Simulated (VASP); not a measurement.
A run of VASP 6.6.1 is set up as follows.

POSCAR

```
C
1.0
    0.0000000000     -1.7801417077     -1.7801417077
   -1.7801417077      0.0000000000     -1.7801417077
    1.7801417077      1.7801417077     -3.5602834153
C
4
Direct
    0.7500000000      0.7500000000      0.7500000000
    0.2500000000      0.2500000000      0.2500000000
    0.3750000000      0.3750000000      0.8750000000
    0.8750000000      0.8750000000      0.3750000000
```

File INCAR.step1:

```
SYSTEM = C
PREC = Accurate
ENCUT = 520
ISMEAR = 0
SIGMA = 0.05
LREAL = .FALSE.
LASPH = .TRUE.
NELM = 80
ISYM = 0
NBANDS = 16
GGA = PE
ALGO = Normal
EDIFF = 1E-4
LWAVE = .TRUE.
LCHARG = .FALSE.
```

INCAR.step2

```
SYSTEM = C
PREC = Accurate
ENCUT = 520
EDIFF = 1E-6
ISMEAR = 0
SIGMA = 0.05
LREAL = .FALSE.
LASPH = .TRUE.
NELM = 80
ALGO = Normal
ISIF = 2
LWAVE = .FALSE.
LCHARG = .FALSE.
METAGGA = R2SCAN
LMIXTAU = .TRUE.
ISYM = 0
NBANDS = 16
ISTART = 1
```

KPOINTS

```
regular mesh
0
G
  12 12 10
  0 0 0
```

Potentials or basis: VASP PAW PBE potentials, release 64 (C).

Command:

```bash
$ cat potpaw_PBE.64/C/POTCAR > POTCAR
$ cp INCAR.step1 INCAR
$ mpirun -np 1 vasp_std > vasp.out
$ cp INCAR.step2 INCAR
$ mpirun -np 1 vasp_std > vasp.out
```

Task: Predict the band gap on the k mesh.

Result: 4.37 eV.

Task: What does it give for the pressure?

Result: 1.1 GPa.

Caveat: the PAW data sets were made with another functional, which shifts forces and pressure a little. r2SCAN opens gaps a little over a GGA but as a rule still falls short of measured ones.
